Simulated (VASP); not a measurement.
# WAu: relaxation of cell and atoms with PBE

WAu:

```
CELL_PARAMETERS angstrom
3.23154 0.00000 0.00000
0.00000 3.23154 0.00000
0.00000 0.00000 3.23154
ATOMIC_POSITIONS crystal
W 0.00000 0.00000 0.00000
Au 0.50000 0.50000 0.50000
```

```yaml
Program: VASP 6.6.1
Task: relaxation of cell and atoms
Functional: PBE
Potentials_or_basis: VASP PAW PBE potentials, release 64 (W_sv, Au)
Cutoff: 600 eV
k_mesh: 18 × 18 × 18
Occupations: gaussian, width 0.1 eV
Spin: no spin polarisation
Dipole_correction: no
Further_INCAR_settings: ALGO = Fast; EDIFF = 1e-07; IBRION = 2; EDIFFG = -0.01; NSW = 100; ISIF = 3
```

| Property | Result |
| --- | --- |
| Pressure after relaxing | 0.1 GPa |
| Band gap on the k mesh | zero (an odd number of electrons rules out a gap without spin polarisation) |

Final structure:
```yaml
crystal:
  lattice:
    - [3.23154, 0.00000, 0.00000]
    - [0.00000, 3.23154, 0.00000]
    - [0.00000, 0.00000, 3.23154]
  atoms:
    - { symbol: W, position: [0.00000, 0.00000, 0.00000] }
    - { symbol: Au, position: [0.50000, 0.50000, 0.50000] }
```

Levels at points of the mesh, in eV from the Fermi level:
```csv
k point,band 10,band 11,band 12,band 13,band 14,band 15
"(0.00, 0.00, 0.00)",-4.62,-0.40,-0.40,2.46,2.46,2.46
"(0.50, 0.00, 0.00)",-4.13,-2.34,-2.25,-0.58,-0.58,1.44
"(0.50, 0.50, 0.00)",-2.52,-0.28,-0.28,0.21,2.38,2.38
"(0.50, 0.50, 0.50)",-3.28,-3.21,-3.21,2.16,3.03,3.03
```

It took 4.7 min on 1 thread of Intel Xeon 8259CL (shared host), peak memory 0.29 GiB.

Caveat: the relaxation stopped at its first step, so nothing moved; spin-orbit coupling is left out, which moves the levels of the heavy elements.
